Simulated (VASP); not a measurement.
# P (Imma) in VASP: settings compared, part 2 of 2

VASP 6.6.1.

**5. Single point, r2SCAN**

This run uses another cell than the first one, of 14.23 Å³/atom.

POSCAR

```
P
1.0
   -1.7067091301      2.4241684268      1.7201900328
    1.7067091301     -2.4241684268      1.7201900328
    1.7067091301      2.4241684268     -1.7201900328
P
2
Direct
    0.7744344120      0.0244344120      0.7500000000
    0.2255655880      0.9755655880      0.2500000000
```

INCAR.step1

```
ALGO = Normal ; EDIFF = 1E-4
ENCUT = 520 ; GGA = PE
ISMEAR = 0 ; LASPH = T
LCHARG = F ; LREAL = F
LWAVE = T ; NBANDS = 12
NELM = 100 ; PREC = Accurate
SIGMA = 0.1
```

INCAR.step2

```
ALGO = Normal ; EDIFF = 1E-6
ENCUT = 520 ; ISIF = 2
ISMEAR = 0 ; ISTART = 1
LASPH = T ; LCHARG = F
LMIXTAU = T ; LREAL = F
LWAVE = F ; METAGGA = R2SCAN
NBANDS = 12 ; NELM = 100
PREC = Accurate ; SIGMA = 0.1
```

KPOINTS

```
k-points
0
Gamma
  18 18 18
```

Potentials or basis: VASP PAW PBE potentials, release 64 (P).

Launch:

```bash
$ cat potpaw_PBE.64/P/POTCAR > POTCAR
$ cp INCAR.step1 INCAR
$ mpirun -np 1 vasp_std > vasp.out
$ cp INCAR.step2 INCAR
$ mpirun -np 1 vasp_std > vasp.out
```

OUTCAR:

```text
EDIFF = 1E-6
   ENCUT = 520
   ISIF = 2
   ISMEAR = 0
   ISTART = 1
   LASPH = T
   LREAL = F
   METAGGA = R2SCAN
   NELM = 100
   PREC = Accurate

 ion  position               nearest neighbor table
   1  0.774  0.024  0.750-   2 2.31   2 2.31   2 2.43   2 2.43   2 2.55   2 2.55
   2  0.226  0.976  0.250-   1 2.31   1 2.31   1 2.43   1 2.43   1 2.55   1 2.55

  LATTYP: Found a body centered orthorhombic cell.
 ALAT       =     3.4134182602
 B/A-ratio  =     1.0078987699
 C/A-ratio  =     1.4203758473

  Lattice vectors:

 A1 = (   1.7067091301,  -2.4241684268,  -1.7201900328)
 A2 = (  -1.7067091301,  -2.4241684268,   1.7201900328)
 A3 = (  -1.7067091301,   2.4241684268,  -1.7201900328)

Analysis of symmetry for initial positions (statically):
=====================================================================
 Subroutine PRICEL returns:
 Original cell was already a primitive cell.

 Routine SETGRP: Setting up the symmetry group for a
 body centered orthorhombic supercell.

 Subroutine GETGRP returns: Found  8 space group operations
 (whereof  4 operations were pure point group operations)
 out of a pool of  8 trial point group operations.

The static configuration has the point symmetry C_2h.
 The point group associated with its full space group is D_2h.

Analysis of symmetry for dynamics (positions and initial velocities):
=====================================================================
 Subroutine PRICEL returns:
 Original cell was already a primitive cell.

 Routine SETGRP: Setting up the symmetry group for a
 body centered orthorhombic supercell.

 Subroutine GETGRP returns: Found  8 space group operations
 (whereof  4 operations were pure point group operations)
 out of a pool of  8 trial point group operations.

The dynamic configuration has the point symmetry C_2h.
 The point group associated with its full space group is D_2h.

 Subroutine INISYM returns: Found  8 space group operations
 (whereof  4 operations are pure point group operations),
 and found     1 'primitive' translations

[... 123 lines left out ...]
   LEPSILON=     F    determine dielectric tensor
   LRPA    =     F    only Hartree local field effects (RPA)
 non-spin polarized calculation
 Gauss-broadening in eV      SIGMA  =   0.10
  energy-cutoff  :      520.00
  volume of cell :       28.47
 maximum number of plane-waves:       781
 NGX is ok and might be reduce to    28
   NGX = 13   NGY = 13   NGZ = 13

 number of electron      10.0000000 magnetization

 Free energy of the ion-electron system (eV)
  ---------------------------------------------------
  ext. energy  EPLUGINS =         0.00000000
  ---------------------------------------------------
  free energy    TOTEN  =       -17.67177111 eV

  energy without entropy =      -17.66963049  energy(sigma->0) =      -17.67070080

 E-fermi :  10.2260     XC(G=0): -11.9622

 val. band max:       10.2234095498   @ k =  -0.3333   0.3333   0.0000
 cond. band min:      10.2300190120   @ k =  -0.3333  -0.0556   0.0556
 fundamental gap:      0.0066094622
 Fermi energy:        10.2260351223

 k-point     1 :       0.0000    0.0000    0.0000
  band No.  band energies     occupation
      1      -7.6765      2.00000
      2       7.3639      2.00000
      3       7.4789      2.00000
      4       7.6188      2.00000
      5       8.7552      2.00000
      6      13.9344      0.00000
      7      13.9902      0.00000
      8      14.9591      0.00000
      9      15.4256      0.00000
     10      16.3398      0.00000
     11      16.4184      0.00000
     12      17.1661      0.00000
[... 331 lines left out ...]
 k-point    24 :      -0.2778    0.0556    0.0000
  band No.  band energies     occupation
      1      -6.5864      2.00000
      2       2.3319      2.00000
      3       6.5299      2.00000
      4       8.0110      2.00000
      5      10.4773      0.00038
      6      11.4409      0.00000
      7      11.8715      0.00000
      8      14.1540      0.00000
      9      16.5334      0.00000
     10      16.7921      0.00000
     11      18.3333      0.00000
     12      21.9975      0.00000

 [... further k-points ...]

------------------------ aborting loop because EDIFF is reached ----------------------------------------

  FORCE on cell =-STRESS in cart. coord.  units (eV):
  Direction    XX          YY          ZZ          XY          YZ          ZX
  --------------------------------------------------------------------------------------
  -------------------------------------------------------------------------------------
  Total        0.6181132      0.6863414      0.6544845      0.0000000     -0.0000000      0.0000000
  in kB       34.7872327     38.6270971     36.8341984      0.0000000     -0.0000000      0.0000000
  external PRESSURE =      36.7495094 kB  Pullay stress =       0.0000000 kB

 VOLUME and BASIS-vectors are now :
 -----------------------------------------------------------------------------
  energy-cutoff  :      520.00
  volume of cell :       28.47
      direct lattice vectors                 reciprocal lattice vectors
    -1.706709130  2.424168427  1.720190033     0.000000000  0.206256296  0.290665560
     1.706709130 -2.424168427  1.720190033     0.292961461  0.000000000  0.290665560
     1.706709130  2.424168427 -1.720190033     0.292961461  0.206256296  0.000000000

 POSITION                                       TOTAL-FORCE (eV/Angst)
 -----------------------------------------------------------------------------------
      0.00000      3.63625      0.08406         0.000000     -0.000000      0.176249
      1.70671     -1.21208      1.63613        -0.000000      0.000000     -0.176249
 -----------------------------------------------------------------------------------
    total drift:                               -0.000000     -0.000000      0.000000

  FREE ENERGIE OF THE ION-ELECTRON SYSTEM (eV)
  ---------------------------------------------------
  free  energy   TOTEN  =       -17.6717711114 eV

  energy  without entropy=      -17.6696304923  energy(sigma->0) =      -17.67070080
```

Run time: 7.1 min. Hardware: 1 thread of Intel Xeon 6975P-C (Granite Rapids), shared host; peak memory 0.33 GiB.

Results:

```yaml
Free_energy: -17.6718 eV
Pressure: 3.7 GPa
Largest_force: 0.176 eV/Å
Band_gap_on_the_k_mesh: zero (bands 5 and 6 overlap by 1.92 eV)
```

Forces in eV/Å, atoms in the order of the input:
```
P    0.000  0.000  0.176
P    0.000  0.000 -0.176
```

Caveat: the cell stands under pressure; the PAW data sets were made with another functional, which shifts forces and pressure a little.

**6. Overview**

```tsv
task	level	cell	k mesh	cutoff (eV)	gap on the mesh (eV)	pressure (GPa)	largest force (eV/Å)
relaxation of cell and atoms	PBE+D3(BJ)	relaxed from a = 3.434 Å, angles 120.5, 89.9, 119.5°, 2 atoms, atomic positions A	18 × 18 × 18	600	none	0.0	-
single point	PBE+D3(BJ)	a = 3.434 Å, angles 120.5, 89.9, 119.5°, 2 atoms, atomic positions A	16 × 16 × 16	520	none	-0.3	0.04
single point	PBE+D3(BJ)	a = 3.428 Å, angles 120.3, 90.0, 119.8°, 2 atoms, atomic positions B	18 × 18 × 18	520	none	-0.3	0.03
single point	r2SCAN	a = 3.428 Å, angles 120.3, 90.0, 119.8°, 2 atoms, atomic positions B	18 × 18 × 18	520	none	3.7	0.18
```

Alike in all rows: potentials or basis VASP PAW PBE potentials, release 64 (P); no spin polarisation; smearing gaussian 0.1 eV.

Caveats: the cell stands under pressure (at least some runs); the PAW data sets were made with another functional, which shifts forces and pressure a little (at least some runs).

Total energies depend on the potentials used, so only differences within one code and one set of settings carry meaning.
